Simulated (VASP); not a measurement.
# AlAu2 (I4/mmm) in VASP: further runs, part 2 of 2

VASP 6.6.1.

## Step 3: Single point, LDA

Contents of INCAR:

```
SYSTEM = AlAu2
PREC = Accurate
ENCUT = 520
EDIFF = 1E-6
ISMEAR = 0
SIGMA = 0.15
LREAL = .False.
LASPH = .True.
NELM = 80
ALGO = Fast
ISIF = 2
LWAVE = .False.
LCHARG = .False.
GGA = CA
NBANDS = 20
```

Contents of KPOINTS:

```
regular mesh
0
Gamma
  16 16 16
  0 0 0
```

Contents of POSCAR:

```
AlAu2
1.0
   -1.6239524285      1.6239524285      4.4812967265
    1.6239524285     -1.6239524285      4.4812967265
    1.6239524285      1.6239524285     -4.4812967265
Al Au
1 2
Direct
    0.0000000000      0.0000000000      0.0000000000
    0.6685935503      0.6685935503      0.0000000000
    0.3314064497      0.3314064497      0.0000000000
```

Potentials or basis: VASP PAW LDA potentials, release 64 (Al, Au).

On the command line:

```sh
$ cat potpaw_LDA.64/Al/POTCAR potpaw_LDA.64/Au/POTCAR > POTCAR
$ mpirun -np 1 vasp_std > vasp.out
```

OUTCAR:

```text
SYSTEM = AlAu2
   PREC = Accurate
   ENCUT = 520
   EDIFF = 1E-6
   ISMEAR = 0
   LREAL = .False.
   LASPH = .True.
   NELM = 80
   ISIF = 2
   GGA = CA

 ion  position               nearest neighbor table
   1  0.000  0.000  0.000-   2 2.75   3 2.75   2 2.75   3 2.75   2 2.75   3 2.75   3 2.75   2 2.75
                             2 2.97   3 2.97
   2  0.669  0.669  0.000-   3 2.72   3 2.72   3 2.72   3 2.72   1 2.75   1 2.75   1 2.75   1 2.75
                             1 2.97   3 3.02
   3  0.331  0.331  0.000-   2 2.72   2 2.72   2 2.72   2 2.72   1 2.75   1 2.75   1 2.75   1 2.75
                             1 2.97   2 3.02

  LATTYP: Found a body centered tetragonal cell.
 ALAT       =     3.2479048570
 C/A-ratio  =     2.7595000000

  Lattice vectors:

 A1 = (  -1.6239524285,   1.6239524285,   4.4812967265)
 A2 = (   1.6239524285,  -1.6239524285,   4.4812967265)
 A3 = (   1.6239524285,   1.6239524285,  -4.4812967265)

Analysis of symmetry for initial positions (statically):
=====================================================================
 Subroutine PRICEL returns:
 Original cell was already a primitive cell.

 Routine SETGRP: Setting up the symmetry group for a
 body centered tetragonal supercell.

 Subroutine GETGRP returns: Found 16 space group operations
 (whereof 16 operations were pure point group operations)
 out of a pool of 16 trial point group operations.

The static configuration has the point symmetry D_4h.

Analysis of symmetry for dynamics (positions and initial velocities):
=====================================================================
 Subroutine PRICEL returns:
 Original cell was already a primitive cell.

 Routine SETGRP: Setting up the symmetry group for a
 body centered tetragonal supercell.

 Subroutine GETGRP returns: Found 16 space group operations
 (whereof 16 operations were pure point group operations)
 out of a pool of 16 trial point group operations.

The dynamic configuration has the point symmetry D_4h.

 Subroutine INISYM returns: Found 16 space group operations
 (whereof 16 operations are pure point group operations),
[... 114 lines left out ...]
   EFERMI_NEDOS =   21; number of points for ismear=-14 and -15
   IALGO  =     68    algorithm
   IMIX   =      4    mixing-type and parameters
     AMIX     =   0.40;   BMIX     =  1.00
     AMIX_MAG =   1.60;   BMIX_MAG =  1.00
  volume/ion in A,a.u.               =      15.76       106.34
  Fermi-wavevector in a.u.,A,eV,Ry     =   1.323888  2.501786 23.846668  1.752681
  Thomas-Fermi vector in A             =   2.453463
   LORBIT       =      0    0 simple, 1 ext, 2 COOP (PROOUT), +10 PAW based schemes
   GGA     = CA    functional components
   LHFCALC =     F    Hartree Fock is set to
   AEXX    =    0.0000 exact exchange contribution
   IVDW    =     0    specifies the selected vdW correction
   LEPSILON=     F    determine dielectric tensor
   LRPA    =     F    only Hartree local field effects (RPA)
 non-spin polarized calculation
 RMM-DIIS sequential band-by-band and
 Gauss-broadening in eV      SIGMA  =   0.15
  energy-cutoff  :      520.00
  volume of cell :       47.27
 maximum number of plane-waves:      1294
 NGX is ok and might be reduce to    40
   NGX = 19   NGY = 19   NGZ = 19

 number of electron      25.0000001 magnetization

 Free energy of the ion-electron system (eV)
  ---------------------------------------------------
  ext. energy  EPLUGINS =         0.00000000
  ---------------------------------------------------
  free energy    TOTEN  =       -13.92742243 eV

  energy without entropy =      -13.91976385  energy(sigma->0) =      -13.92359314

 E-fermi :  10.2656     XC(G=0): -12.4733

 val. band max:       10.2568849812   @ k =   0.1875   0.1875   0.1875
 cond. band min:      10.2665521443   @ k =  -0.3125   0.3125   0.0625
 fundamental gap:      0.0096671631
 Fermi energy:        10.2655697278

 k-point     1 :       0.0000    0.0000    0.0000
  band No.  band energies     occupation
      1      -1.1086      2.00000
      2       2.9667      2.00000
      3       3.1302      2.00000
      4       4.6668      2.00000
      5       4.7400      2.00000
      6       4.9767      2.00000
[... 541 lines left out ...]
     19      18.6748      0.00000
     20      21.2015      0.00000

 [... further k-points ...]
[... 5 lines left out ...]
  --------------------------------------------------------------------------------------
  -------------------------------------------------------------------------------------
  Total        1.6930997      1.6930997     -1.3205719      0.0000000      0.0000000      0.0000000
  in kB       57.3829436     57.3829436    -44.7571401      0.0000000      0.0000000      0.0000000
  external PRESSURE =      23.3362490 kB  Pullay stress =       0.0000000 kB

 VOLUME and BASIS-vectors are now :
 -----------------------------------------------------------------------------
  energy-cutoff  :      520.00
  volume of cell :       47.27
      direct lattice vectors                 reciprocal lattice vectors
    -1.623952428  1.623952428  4.481296727     0.000000000  0.307890792  0.111574848
     1.623952428 -1.623952428  4.481296727     0.307890792  0.000000000  0.111574848
     1.623952428  1.623952428 -4.481296727     0.307890792  0.307890792  0.000000000

 POSITION                                       TOTAL-FORCE (eV/Angst)
 -----------------------------------------------------------------------------------
      0.00000      0.00000      0.00000        -0.000000     -0.000000     -0.000000
      0.00000      0.00000      5.99233        -0.000000     -0.000000     -1.757605
      0.00000      0.00000      2.97026         0.000000      0.000000      1.757605
 -----------------------------------------------------------------------------------
    total drift:                                0.000000      0.000000     -0.000000

  FREE ENERGIE OF THE ION-ELECTRON SYSTEM (eV)
  ---------------------------------------------------
  free  energy   TOTEN  =       -13.9274224275 eV

  energy  without entropy=      -13.9197638462  energy(sigma->0) =      -13.92359314
```

OSZICAR:

```text
N       E                     dE             d eps       ncg     rms          rms(c)
DAV:   1     0.126298951399E+03    0.12630E+03   -0.11806E+04 14136   0.112E+03
DAV:   2    -0.120635869435E+02   -0.13836E+03   -0.13185E+03 15312   0.249E+02
DAV:   3    -0.152602731128E+02   -0.31967E+01   -0.31766E+01 16320   0.367E+01
DAV:   4    -0.152772140459E+02   -0.16941E-01   -0.16938E-01 15096   0.305E+00
DAV:   5    -0.152773649966E+02   -0.15095E-03   -0.15095E-03 15992   0.303E-01    0.145E+01
RMM:   6    -0.140186694886E+02    0.12587E+01   -0.29903E+00 13987   0.112E+01    0.899E+00
RMM:   7    -0.139518554627E+02    0.66814E-01   -0.98519E-02 14530   0.213E+00    0.463E+00
RMM:   8    -0.139277287410E+02    0.24127E-01   -0.16849E-02 14380   0.832E-01    0.275E-01
RMM:   9    -0.139274464275E+02    0.28231E-03   -0.28851E-03 15055   0.324E-01    0.116E-01
RMM:  10    -0.139274343341E+02    0.12093E-04   -0.39590E-04 15365   0.134E-01    0.739E-02
RMM:  11    -0.139274254397E+02    0.88943E-05   -0.65920E-05 15394   0.571E-02    0.280E-02
RMM:  12    -0.139274221526E+02    0.32871E-05   -0.24630E-05 14925   0.286E-02    0.131E-02
RMM:  13    -0.139274224275E+02   -0.27494E-06   -0.42640E-06 13116   0.147E-02
   1 F= -.13927422E+02 E0= -.13923593E+02  d E =-.765858E-02
```

Wall time 16 min (1 thread of Intel Xeon 8259CL, shared host); peak memory 0.43 GiB.

What came out:

```yaml
Free_energy: -13.9274 eV
Pressure: 2.3 GPa
Largest_force: 1.758 eV/Å
Band_gap_on_the_k_mesh: zero (an odd number of electrons rules out a gap without spin polarisation)
```

Forces in eV/Å, atoms in the order of the input:
```
Al   0.000  0.000  0.000
Au   0.000  0.000 -1.758
Au   0.000  0.000  1.758
```

Stress tensor (GPa, compression positive):
```
 5.74  0.00  0.00
 0.00  5.74  0.00
 0.00  0.00 -4.48
```

Caveat: the stress differs along the axes, from -4 to 6 GPa; spin-orbit coupling is left out, which moves the levels of the heavy elements; forces of over 1 eV/Å act on the atoms, so gaps and moduli don't describe the material at rest.

## Step 4: Single point, LDA

Edit INCAR of step 3 so:

```diff
@@ -12,4 +12,6 @@
 LWAVE = .False.
-LCHARG = .False.
+LCHARG = .True.
 GGA = CA
+LELF = .True.
+LVHAR = .True.
 NBANDS = 20
```

KPOINTS is that of step 3.

Contents of POSCAR:

```
AlAu2
1.0
   -1.6239524285      1.6239524285      4.4812967265
    1.6239524285     -1.6239524285      4.4812967265
    1.6239524285      1.6239524285     -4.4812967265
Al Au
1 2
Direct
    0.0000000000      0.0000000000      0.0000000000
    0.6454920683      0.6454920683      0.0000000000
    0.3545079317      0.3545079317      0.0000000000
```

On the command line:

```sh
$ cat potpaw_LDA.64/Al/POTCAR potpaw_LDA.64/Au/POTCAR > POTCAR
$ mpirun -np 1 vasp_std > vasp.out
```

Run time: 15 min. Hardware: 1 thread of Intel Xeon 8259CL, shared host; peak memory 0.43 GiB.

The run converged. Its results:

```
Free energy            : -14.0416 eV
Pressure               : 2.4 GPa
Largest force          : 1.671 eV/Å
Band gap on the k mesh : zero (an odd number of electrons rules out a gap without spin polarisation)
```

Forces on the atoms (eV/Å):
```
Al   0.000  0.000  0.000
Au   0.000  0.000  1.671
Au   0.000  0.000 -1.671
```

Stress tensor (GPa, compression positive):
```
1.04 0.00 0.00
0.00 1.04 0.00
0.00 0.00 5.19
```

Levels at points of the mesh, in eV from the Fermi level:
| k point | band 10 | band 11 | band 12 | band 13 | band 14 | band 15 |
| --- | --- | --- | --- | --- | --- | --- |
| (0.00, 0.00, 0.00) | -4.93 | -4.01 | -2.11 | 0.83 | 5.67 | 5.67 |
| (0.50, 0.00, 0.00) | -3.79 | -3.32 | -3.28 | -2.29 | 1.44 | 6.73 |
| (0.50, 0.50, 0.00) | -3.34 | -2.98 | -1.35 | 0.87 | 1.40 | 1.55 |
| (0.50, 0.50, 0.50) | -3.58 | -3.58 | -3.21 | 3.02 | 3.02 | 6.19 |

Caveat: spin-orbit coupling is left out, which moves the levels of the heavy elements; forces of over 1 eV/Å act on the atoms, so gaps and moduli don't describe the material at rest.

## Step 5: The runs side by side

| cell | gap on the mesh (eV) | pressure (GPa) | largest force (eV/Å) |
| --- | --- | --- | --- |
| as given, atomic positions A | none | -0.3 | 0.39 |
| as given, atomic positions B | none | 2.3 | 1.76 |
| as given, atomic positions C | none | 2.4 | 1.67 |

Alike in all rows: task single point; level LDA; potentials or basis VASP PAW LDA potentials, release 64 (Al, Au); no spin polarisation; k mesh 16 × 16 × 16; cutoff (eV) 520; smearing gaussian 0.15 eV.

Caveats: spin-orbit coupling is left out, which moves the levels of the heavy elements; forces of over 1 eV/Å act on the atoms, so gaps and moduli don't describe the material at rest (at least some runs); the stress differs along the axes, from -4 to 6 GPa (at least some runs).

Absolute energies hang on the potentials; compare differences alone.

The gap in the log of VASP goes by the Fermi energy; the results here count the filled bands.